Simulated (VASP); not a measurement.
# Ge (Fd-3m) in VASP: a series of runs, part 2 of 2

VASP 6.6.1. Earlier steps stand in the parts before.

### 3 Single point, PBE (volume changed by +3%)

Input file INCAR:

```
SYSTEM = Ge
PREC = Accurate ; ENCUT = 520
EDIFF = 1E-6 ; ISMEAR = -1
SIGMA = 0.02 ; LREAL = .FALSE.
LASPH = .TRUE. ; NELM = 80
ALGO = Normal ; ISIF = 2
LWAVE = .FALSE. ; LCHARG = .FALSE.
GGA = PE ; NBANDS = 21
```

Input file KPOINTS:

```
regular mesh
0
G
  6 6 6
  0 0 0
```

Input file POSCAR:

```
Ge
1.0
    0.0000000000      2.9092181798      2.9092181798
    2.9092181798      0.0000000000      2.9092181798
    2.9092181798      2.9092181798      0.0000000000
Ge
2
Direct
    0.0000000000      0.0000000000      0.0000000000
    0.2500000000      0.2500000000      0.2500000000
```

Potentials or basis: VASP PAW PBE potentials, release 64 (Ge_d).

On the command line:

```bash
> cat potpaw_PBE.64/Ge_d/POTCAR > POTCAR
> mpirun -np 1 vasp_std > vasp.out
```

Run time: 24 s. Hardware: 1 thread of AMD EPYC 7R13, shared host; peak memory 0.14 GiB.

Results (log left out):

| Quantity | Value |
| --- | --- |
| Free energy | -8.9873 eV |
| Pressure | -1.5 GPa |
| Band gap on the k mesh | zero (band 14 reaches 4.22 eV, above the bottom of band 15 at 4.16 eV) |

Levels at points of the mesh, in eV from the Fermi level:
```tsv
k point	band 10	band 11	band 12	band 13	band 14	band 15	band 16	band 17	band 18	band 19
(0.00, 0.00, 0.00)	-24.44	-12.10	-0.65	0.06	0.06	0.06	2.57	2.57	2.57	6.29
(0.50, 0.00, 0.00)	-24.42	-10.21	-7.18	-1.22	-1.22	0.00	3.75	3.75	7.14	10.11
(0.50, 0.50, 0.00)	-24.41	-8.53	-8.53	-2.73	-2.73	0.91	0.91	8.89	8.89	10.86
```

### 4 Single point, PBE (volume changed by +6%)

Input file INCAR:

```
PREC = Accurate ; ENCUT = 520
EDIFF = 1E-6 ; ISMEAR = -1
SIGMA = 0.02 ; LREAL = False
LASPH = True ; NELM = 100
ALGO = Normal ; ISIF = 2
LWAVE = False ; LCHARG = False
GGA = PE ; NBANDS = 21
```

Input file KPOINTS:

```
regular mesh
0
Gamma
  6 6 6
```

Input file POSCAR:

```
Ge
1.0
    0.0000000000      2.9371931476      2.9371931476
    2.9371931476      0.0000000000      2.9371931476
    2.9371931476      2.9371931476      0.0000000000
Ge
2
Direct
    0.0000000000      0.0000000000      0.0000000000
    0.2500000000      0.2500000000      0.2500000000
```

Potentials or basis: VASP PAW PBE potentials, release 64 (Ge_d).

On the command line:

```bash
> cat potpaw_PBE.64/Ge_d/POTCAR > POTCAR
> mpirun -np 1 vasp_std > vasp.out
```

OUTCAR:

```text
PREC = Accurate
   ENCUT = 520
   EDIFF = 1E-6
   ISMEAR = -1
   LREAL = False
   LASPH = True
   NELM = 100
   ISIF = 2
   GGA = PE

 ion  position               nearest neighbor table
   1  0.000  0.000  0.000-   2 2.54   2 2.54   2 2.54   2 2.54
   2  0.250  0.250  0.250-   1 2.54   1 2.54   1 2.54   1 2.54

  LATTYP: Found a face centered cubic cell.
 ALAT       =     5.8743862952

  Lattice vectors:

 A1 = (   0.0000000000,   2.9371931476,   2.9371931476)
[... 559 lines left out ...]

------------------------ aborting loop because EDIFF is reached ----------------------------------------

  FORCE on cell =-STRESS in cart. coord.  units (eV):
  Direction    XX          YY          ZZ          XY          YZ          ZX
  --------------------------------------------------------------------------------------
  -------------------------------------------------------------------------------------
  Total       -0.9087241     -0.9087241     -0.9087241      0.0000000     -0.0000000      0.0000000
  in kB      -28.7286422    -28.7286422    -28.7286422      0.0000000     -0.0000000      0.0000000
  external PRESSURE =     -28.7286422 kB  Pullay stress =       0.0000000 kB

 VOLUME and BASIS-vectors are now :
 -----------------------------------------------------------------------------
  energy-cutoff  :      520.00
  volume of cell :       50.68
      direct lattice vectors                 reciprocal lattice vectors
     0.000000000  2.937193148  2.937193148    -0.170230548  0.170230548  0.170230548
     2.937193148  0.000000000  2.937193148     0.170230548 -0.170230548  0.170230548
     2.937193148  2.937193148  0.000000000     0.170230548  0.170230548 -0.170230548

 POSITION                                       TOTAL-FORCE (eV/Angst)
 -----------------------------------------------------------------------------------
      0.00000      0.00000      0.00000         0.000000      0.000000      0.000000
      1.46860      1.46860      1.46860        -0.000000     -0.000000     -0.000000
 -----------------------------------------------------------------------------------
    total drift:                               -0.000000      0.000000      0.000000

  FREE ENERGIE OF THE ION-ELECTRON SYSTEM (eV)
  ---------------------------------------------------
  free  energy   TOTEN  =        -8.9677895336 eV

  energy  without entropy=       -8.9672703622  energy(sigma->0) =       -8.96752995
```

OSZICAR:

```text
N       E                     dE             d eps       ncg     rms          rms(c)
DAV:   1     0.188598362219E+03    0.18860E+03   -0.14613E+04   774   0.345E+03
DAV:   2     0.191188108082E+02   -0.16948E+03   -0.16483E+03   672   0.626E+02
DAV:   3    -0.806920979194E+01   -0.27188E+02   -0.26985E+02   757   0.144E+02
DAV:   4    -0.900895049565E+01   -0.93974E+00   -0.93917E+00   762   0.309E+01
DAV:   5    -0.902495130098E+01   -0.16001E-01   -0.16000E-01   752   0.447E+00    0.275E+00
DAV:   6    -0.898671490640E+01    0.38236E-01   -0.17812E-02   891   0.153E+00    0.164E+00
DAV:   7    -0.896592826847E+01    0.20787E-01   -0.36234E-02   723   0.190E+00    0.142E-01
DAV:   8    -0.896754836618E+01   -0.16201E-02   -0.54627E-03   737   0.978E-01    0.405E-02
DAV:   9    -0.896774616693E+01   -0.19780E-03   -0.27684E-04   752   0.229E-01    0.147E-02
DAV:  10    -0.896778684832E+01   -0.40681E-04   -0.60547E-05   855   0.625E-02    0.543E-03
DAV:  11    -0.896778969938E+01   -0.28511E-05   -0.86089E-06   812   0.463E-02    0.162E-03
DAV:  12    -0.896778953362E+01    0.16577E-06   -0.70383E-07   476   0.169E-02
   1 F= -.89677895E+01 E0= -.89675299E+01  d E =-.519171E-03
```

stdout:

```text
POSCAR found type information on POSCAR Ge
 POSCAR found :  1 types and       2 ions
 scaLAPACK will be used
 LDA part: xc-table for (Slater+PW92), standard interpolation
 POSCAR, INCAR and KPOINTS ok, starting setup
 FFT: planning ... GRIDC
 FFT: planning ... GRID_SOFT
 FFT: planning ... GRID
 WAVECAR not read
 entering main loop
```

Wall time 24 s (1 thread of AMD EPYC 7R13, shared host); peak memory 0.14 GiB.

Results:

```yaml
Free_energy: -8.9678 eV
Pressure: -2.9 GPa
Band_gap_on_the_k_mesh: zero (band 14 reaches 3.96 eV, above the bottom of band 15 at 3.83 eV)
```

### 5 The runs side by side

| cell | gap on the mesh (eV) | pressure (GPa) |
| --- | --- | --- |
| a = 4.074 Å, angles 60.0°, 2 atoms | none | 0.0 |
| a = 4.114 Å, angles 60.0°, 2 atoms | none | -1.5 |
| a = 4.154 Å, angles 60.0°, 2 atoms | none | -2.9 |

Alike in all rows: task single point; level PBE; potentials or basis VASP PAW PBE potentials, release 64 (Ge_d); no spin polarisation; k mesh 6 × 6 × 6; cutoff (eV) 520; smearing fermi-dirac 0.02 eV.

Absolute energies hang on the potentials; compare differences alone.
